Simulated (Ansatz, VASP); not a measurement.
**One calculation of LaNiAg2, two programs**

Contents of POSCAR:

```
LaNiAg2
1.0
    4.4057750000      0.0000000000      0.0000000000
    2.2028880000     -5.3698840000      0.0000000000
    0.0000000000      0.0000000000     -8.7143990000
La Ni Ag
2 2 4
Direct
    0.4402900000      0.1194200000      0.7500000000
    0.5597100000      0.8805800000      0.2500000000
    0.7266100000      0.5467800000      0.7500000000
    0.2733900000      0.4532200000      0.2500000000
    0.1543000000      0.6914000000      0.9448000000
    0.8457000000      0.3086000000      0.4448000000
    0.8457000000      0.3086000000      0.0552000000
    0.1543000000      0.6914000000      0.5552000000
```

Contents of INCAR.step1:

```
ALGO = Normal
EDIFF = 1E-5
ENCUT = 660
GGA = PE
GGA_COMPAT = False
ISMEAR = -1
KPAR = 4
LASPH = True
LCHARG = False
LMAXMIX = 6
LREAL = False
LWAVE = True
NBANDS = 53
NELM = 200
PREC = Accurate
SIGMA = 0.1
```

INCAR.step2

```
ALGO = Normal
EDIFF = 1E-6
ENCUT = 660
GGA_COMPAT = False
ISIF = 2
ISMEAR = -1
ISTART = 1
KPAR = 4
LASPH = True
LCHARG = False
LMAXMIX = 6
LMIXTAU = True
LREAL = False
LWAVE = False
METAGGA = R2SCAN
NBANDS = 53
NELM = 200
PREC = Accurate
SIGMA = 0.1
```

File KPOINTS:

```
k-points
0
Gamma
  8 8 4
```

Input for Ansatz:

```yaml
crystal:
  lattice:
    - [4.405775, 0.0, 0.0]
    - [2.202888, -5.369884, 0.0]
    - [0.0, 0.0, -8.714399]
  atoms:
    - { symbol: La, position: [0.44029, 0.11942, 0.75] }
    - { symbol: La, position: [0.55971, 0.88058, 0.25] }
    - { symbol: Ni, position: [0.72661, 0.54678, 0.75] }
    - { symbol: Ni, position: [0.27339, 0.45322, 0.25] }
    - { symbol: Ag, position: [0.1543, 0.6914, 0.9448] }
    - { symbol: Ag, position: [0.8457, 0.3086, 0.4448] }
    - { symbol: Ag, position: [0.8457, 0.3086, 0.0552] }
    - { symbol: Ag, position: [0.1543, 0.6914, 0.5552] }
  symmetry: { tolerance: 0.0003 }
kpoints:
  mp_grid: { grid: [8, 8, 4], shift: [0, 0, 0] }
  band_path:
    path:
      - [0.0, 0.0, 0.0]
      - [0.0, -0.5, 0.0]
      - [0.41585567, -0.29207216, 0.0]
      - [0.58414433, 0.29207216, 0.0]
      - [0.0, 0.0, 0.0]
      - [0.0, 0.0, -0.5]
      - [0.58414433, 0.29207216, -0.5]
      - [0.41585567, -0.29207216, -0.5]
      - [0.0, -0.5, -0.5]
      - [0.0, -0.5, 0.0]
      - [0.0, 0.0, 0.0]
    npoints: 6
magnetization:
  spin_polarized: false
scf:
  occupations: { method: fermi_dirac }
  lower_state_search: "off"
  max_iter: 200
hamiltonian:
  pseudopotentials: { kind: paw }
  xc: r2scan
basis:
  ecutwfc: 500
  fft_grid_basis: typed
output:
  forces: true
  stress: true
  eigenvalues: true
  bader: true
  populations: true
  elf: true
  write_potential: true
  volumetric_format: npy
  dos:
    e_range: [-12, 8]
    de: 0.05
    projected: { site_lists: { Ag: [Ag], La: [La], Ni: [Ni] } }
checkpoint:
  read: saved_state
```

Alike in both runs: task single point; functional r2SCAN; k mesh 8 × 8 × 4; no spin polarisation.

|  | VASP | Ansatz |
| --- | --- | --- |
| version | VASP 6.6.1 | Ansatz 0.2.0 |
| potentials or method | VASP PAW PBE potentials, release 64 (La, Ni, Ag), cutoff 660 eV | PAW plane waves |
| occupations | fermi-dirac, width 0.1 eV | fermi-dirac |
| valence electrons in the cell | 86 | 134 |

|  | VASP | Ansatz | Ansatz less VASP |
| --- | --- | --- | --- |
| pressure (GPa) | -11.9 | -11.9 | +0.05 |
| traceless stress, the component that is largest in VASP (GPa) | 0.69 | 0.69 | +0.003 |
| rms of the force components (eV/Å) | 0.115 | 0.117 | +0.0019 |

VASP's potentials were made for PBE, not for r2SCAN. Atom by atom the forces differ by 0.003 eV/Å (rms over components). VASP's potentials hold 86 valence electrons a cell and Ansatz's 134, so a difference there can come from the potentials and not from the codes.

Spin-orbit coupling is off throughout.
